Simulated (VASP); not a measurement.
Here is a VASP 6.6.1 calculation.

INCAR

```
ALGO = Normal ; EDIFF = 1E-6
EDIFFG = -0.005 ; ENCUT = 600
GGA = PE ; IBRION = 2
ISIF = 3 ; ISMEAR = -1
LASPH = True ; LCHARG = False
LREAL = False ; LWAVE = False
NELM = 80 ; NSW = 60
PREC = Accurate ; PSTRESS = 220.0
SIGMA = 0.08
```

File KPOINTS:

```
k-points
0
Gamma
  18 18 18
```

Contents of POSCAR:

```
Pd
1.0
   -1.5148030012      1.5148030012      1.5148030012
    1.5148030012     -1.5148030012      1.5148030012
    1.5148030012      1.5148030012     -1.5148030012
Pd
1
Direct
    0.0000000000      0.0000000000      0.0000000000
```

Potentials or basis: VASP PAW PBE potentials, release 64 (Pd).

The run is started by

```bash
$ cat potpaw_PBE.64/Pd/POTCAR > POTCAR
$ mpirun -np 1 vasp_std > vasp.out
```

Task: What does it give for the space group after relaxing (to 0.1 Å)?

Result: Im-3m (No. 229).

Task: Estimate the relaxed volume.

Result: 13.93 Å³/atom.

The path:
```tsv
step	energy change (eV)	largest force (eV/Å)	pressure (GPa)	volume (Å³)
1	0.0000	0.0000	22.57	13.90
2	-0.0135	0.0000	20.63	14.00
3	-0.0038	0.0000	21.99	13.93
```

Caveat: the cell is relaxed towards a set pressure, so the run minimises the enthalpy, not the energy.
